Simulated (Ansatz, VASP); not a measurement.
# CrO2 in VASP and in Ansatz

```
Cr O
1.0
     1.51919    0.87711    4.88390
    -1.51919    0.87711    4.88390
     0.00000   -1.75421    4.88390
Cr O
1 2
Direct
  0.50000 0.50000 0.50000
  0.23092 0.23092 0.23092
  0.76908 0.76908 0.76908
```

Alike in both runs: task single point; functional PBE; k mesh 10 × 10 × 10; occupations fermi-dirac, width 0.05 eV; collinear spin.

|  | VASP | Ansatz |
| --- | --- | --- |
| version | VASP 6.6.1 | Ansatz 0.2.0 |
| potentials or method | VASP PAW PBE potentials, release 64 (Cr_pv, O) | Ansatz PAW |
| plane-wave cutoff (eV) | 520 | 420 |
| valence electrons in the cell | 24 | 26 |

```csv
,VASP,Ansatz,Ansatz less VASP
gap on the k mesh at the Fermi level (eV),none,none,-
pressure (GPa),-15.0,-15.6,-0.52
"traceless stress, the component that is largest in VASP (GPa)",7.96,8.31,+0.346
rms of the force components (eV/Å),0.440,0.463,+0.0228
net moment per atom (μB),0.67,0.67,0.000
size of the moment on the site where the two differ most (μB),2.20,1.88,-0.316
```

Site moments also hang on the region over which each program counts them. Atom by atom the forces differ by 0.023 eV/Å (rms over components). A gap of «none» marks a metal or a gap that the smearing closes. VASP's potentials hold 24 valence electrons a cell and Ansatz's 26, so a difference there can come from the potentials and not from the codes.
